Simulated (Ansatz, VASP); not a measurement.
## CsSe2N: VASP beside Ansatz

```
Se N Cs
1.0
     3.57873    0.00000    0.00000
    -1.78936    3.09927    0.00000
     0.00000   -2.06618    7.91515
Se N Cs
2 1 1
Direct
  0.21616 0.43232 0.64848
  0.78384 0.56768 0.35152
  0.50000 0.00000 0.50000
  0.00000 0.00000 0.00000
```

Alike in both runs: functional LDA; k mesh 6 × 6 × 6; occupations gaussian, width 0.0362 eV; no spin polarisation.

Ansatz relaxed the structure, and its values are those at the end. VASP's run is a single point on that final structure, the one shown.

```csv
,VASP,Ansatz
version,VASP 6.6.1,Ansatz 0.2.0
potentials or method,"VASP PAW LDA potentials, release 64 (Se, N, Cs_sv), cutoff 520 eV",PAW plane waves
valence electrons in the cell,26,46
```

|  | VASP | Ansatz | Ansatz less VASP |
| --- | --- | --- | --- |
| gap on the k mesh at the Fermi level (eV) | none | none | - |
| pressure (GPa) | 0.3 | 0.0 | -0.26 |
| rms of the force components (eV/Å) | 0.005 | 0.000 | -0.0048 |

LDA's correlation is that of Perdew and Zunger in VASP and of Perdew and Wang (1992) in Ansatz. A gap of «none» marks a metal or a gap that the smearing closes. VASP's potentials hold 26 valence electrons a cell and Ansatz's 46, so a difference there can come from the potentials and not from the codes. Ansatz's warnings: structure snapped to symmetry.

Neither program's run includes spin-orbit coupling.
